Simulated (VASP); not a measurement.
A run of VASP 6.6.1 is set up as follows.

File INCAR:

```
PREC     = Accurate       # precision mode
ENCUT    = 520            # plane-wave cutoff, eV
EDIFF    = 1E-6           # SCF threshold, eV
ISMEAR   = 0              # smearing method
SIGMA    = 0.1            # smearing width, eV
LREAL    = False          # projectors in reciprocal space
LASPH    = True           # aspherical terms in the spheres
NELM     = 100            # most SCF steps
ALGO     = Normal         # electronic algorithm
ISIF     = 2              # what is computed and relaxed
LWAVE    = False          # write WAVECAR
LCHARG   = False          # write CHGCAR
GGA      = PE             # functional
NBANDS   = 24             # bands
```

Contents of KPOINTS:

```
regular mesh
0
Gamma
  6 6 8
```

File POSCAR:

```
P
1.0
    6.4632941091      0.0000000000      0.0000000000
   -3.2316470546      5.5973768906      0.0000000000
    0.0000000000      0.0000000000      5.0482890233
P
6
Direct
    0.8049277334      0.4024638667      0.1666666667
    0.5975361333      0.4024638667      0.8333333333
    0.5975361333      0.1950722666      0.5000000000
    0.1950722666      0.5975361333      0.1666666667
    0.4024638667      0.5975361333      0.8333333333
    0.4024638667      0.8049277334      0.5000000000
```

Potentials or basis: VASP PAW PBE potentials, release 64 (P).

The run is started by

```bash
$ cat potpaw_PBE.64/P/POTCAR > POTCAR
$ mpirun -np 1 vasp_std > vasp.out
```

(1) Estimate the band gap on the k mesh.

(2) Estimate the largest force.

(3) Estimate the pressure.

Results:

(1) zero (band 15 reaches 1.79 eV, above the bottom of band 16 at 1.36 eV).

(2) 0.016 eV/Å.

(3) -0.2 GPa.
